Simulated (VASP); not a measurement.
Wanted: the native input for a VASP 6.6.1 run.

```yaml
Task: single point
Functional: pbe exchange, lyp correlation
Potentials_or_basis: VASP PAW PBE potentials, release 64 (Hf_pv)
Cutoff: 500 eV
k_mesh: 10 × 10 × 10
Occupations: fermi-dirac, width 0.15 eV
Spin: no spin polarisation
Dipole_correction: no
Further_INCAR_settings: ALGO = Normal; EDIFF = 1e-06; NBANDS = 11
```

The structure of Hf lies in POSCAR:

```
Hf
1.0
   -1.8050000000      1.8050000000      1.8050000000
    1.8050000000     -1.8050000000      1.8050000000
    1.8050000000      1.8050000000     -1.8050000000
Hf
1
Direct
    0.0000000000      0.0000000000      0.0000000000
```

This isn't the form of Hf at room conditions, which is hcp.

These files were run (other wordings do the same):

INCAR

```
ALGO = Normal
EDIFF = 1E-6
ENCUT = 500
GGA = LIBXC
GGA_COMPAT = F
ISIF = 2
ISMEAR = -1
LASPH = T
LCHARG = T
LELF = T
LIBXC1 = GGA_X_PBE
LIBXC2 = GGA_C_LYP
LREAL = F
LVHAR = T
LWAVE = F
NBANDS = 11
NELM = 120
PREC = Accurate
SIGMA = 0.15
```

KPOINTS

```
k-points
0
Gamma
  10 10 10
```

Potentials or basis: VASP PAW PBE potentials, release 64 (Hf_pv).

Command:

```bash
$ cat potpaw_PBE.64/Hf_pv/POTCAR > POTCAR
$ mpirun -np 1 vasp_std > vasp.out
```

Results of the run:

* Pressure: -1.7 GPa
* Band gap on the k mesh: zero (bands 5 and 6 overlap by 2.10 eV)

Caveat: the PAW data sets were made with another functional, which shifts forces and pressure a little; spin-orbit coupling is left out, which moves the levels of the heavy elements.

Run time: 10 s on 1 thread of AMD EPYC 7R43 64-Core Processor (Zen 3) (shared host), peak memory 0.11 GiB.
